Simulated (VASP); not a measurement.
# ZnS: single point with PBEsol

Crystal: ZnS.

```
Zn S
1.0
     3.75215    0.00000    0.00000
    -1.87608    3.24946    0.00000
     0.00000    0.00000   18.90373
Zn S
6 6
Cartesian
  0.0000 0.0000 0.0005
  0.0000 0.0000 9.4524
  0.0000 2.1663 3.1535
  1.8761 1.0832 12.6054
  1.8761 1.0832 6.3001
  0.0000 2.1663 15.7520
  0.0000 0.0000 2.3651
  0.0000 0.0000 11.8170
  0.0000 2.1663 5.5130
  1.8761 1.0832 14.9649
  1.8761 1.0832 8.6603
  0.0000 2.1663 18.1122
```

This cell differs from its parent crystal: c/a of the conventional cell at fixed volume 5.0381.

```yaml
Program: VASP 6.6.1
Task: single point
Functional: PBEsol
Potentials_or_basis: VASP PAW PBE potentials, release 64 (Zn, S)
Cutoff: 520 eV
k_mesh: 9 × 9 × 2
Occupations: gaussian, width 0.05 eV
Spin: no spin polarisation
```

```yaml
Pressure: 0.3 GPa
Largest_force: 0.173 eV/Å
Band_gap_on_the_k_mesh: 2.06 eV
```

Forces in eV/Å, atoms in the order of the input:
```
Zn   0.000  0.000  0.166
Zn   0.000  0.000  0.166
Zn   0.000  0.000  0.171
Zn   0.000  0.000  0.171
Zn   0.000  0.000  0.172
Zn   0.000  0.000  0.172
S    0.000  0.000 -0.171
S    0.000  0.000 -0.171
S    0.000  0.000 -0.173
S    0.000  0.000 -0.173
S    0.000  0.000 -0.165
S    0.000  0.000 -0.165
```

Stress tensor (GPa, compression positive):
```
 1.58  0.00  0.00
 0.00  1.58  0.00
 0.00  0.00 -2.21
```

Levels at points of the mesh, in eV from the valence-band top:
| k point | band 50 | band 51 | band 52 | band 53 | band 54 | band 55 | band 56 | band 57 | band 58 | band 59 |
| --- | --- | --- | --- | --- | --- | --- | --- | --- | --- | --- |
| (0.00, 0.00, 0.00) | -0.23 | -0.23 | -0.14 | 0.00 | 0.00 | 2.06 | 3.23 | 3.32 | 3.35 | 3.40 |
| (0.00, 0.00, 0.50) | -0.45 | -0.07 | -0.07 | -0.07 | -0.07 | 2.58 | 2.58 | 3.34 | 3.34 | 3.56 |

It took 15 min on 1 thread of Oxide Virtual Turin-like Processor, with other jobs on the host, peak memory 0.45 GiB.

Caveat: the PAW data sets were made with another functional, which shifts forces and pressure a little.
